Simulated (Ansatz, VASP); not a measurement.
BN: VASP beside Ansatz

```
CELL_PARAMETERS angstrom
0.00000 1.75174 1.75174
1.75174 0.00000 1.75174
1.75174 1.75174 0.00000
ATOMIC_POSITIONS crystal
B 0.00000 0.00000 0.00000
N 0.50000 0.50000 0.50000
```

Change from the starting cell: volume scaled by 1, crystal datasets.

Alike in both runs: task single point; functional PBE; k mesh 15 × 15 × 15; occupations fermi-dirac, width 0.08 eV; no spin polarisation.

|  | VASP | Ansatz |
| --- | --- | --- |
| version | VASP 6.6.1 | Ansatz 0.2.0 |
| potentials or method | VASP PAW PBE potentials, release 64 (B, N), cutoff 600 eV | all-electron PAW with datasets made for the crystal, scalar-relativistic |

VASP gave:

```
pressure (GPa) : -0.3
```

**Question.** Estimate Ansatz's values.

**Answer.** Pressure (GPa): 0.1.

Ansatz ran all-electron here, and VASP with PAW potentials.
